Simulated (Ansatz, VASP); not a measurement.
One calculation of BeS, two programs

```
CELL_PARAMETERS angstrom
0.00000 2.39223 2.39223
2.39223 0.00000 2.39223
2.39223 2.39223 0.00000
ATOMIC_POSITIONS crystal
Be 0.00000 0.00000 0.00000
S 0.75000 0.75000 0.75000
```

Change from the starting cell: volume scaled by 0.96, crystal datasets.

Alike in both runs: task electric field gradients; functional PBE; k mesh 9 × 9 × 9; occupations fermi-dirac, width 0.02 eV; no spin polarisation.

|  | VASP | Ansatz |
| --- | --- | --- |
| version | VASP 6.6.1 | Ansatz 0.2.0 |
| potentials or method | VASP PAW PBE potentials, release 64 (Be, S), cutoff 520 eV | all-electron PAW with datasets made for the crystal, scalar-relativistic |

|  | VASP | Ansatz | Ansatz less VASP |
| --- | --- | --- | --- |
| gap on the k mesh at the Fermi level (eV) | 3.11 | 3.11 | 0.000 |
| pressure (GPa) | 5.9 | 5.9 | -0.04 |

Ansatz ran all-electron here, and VASP with PAW potentials.
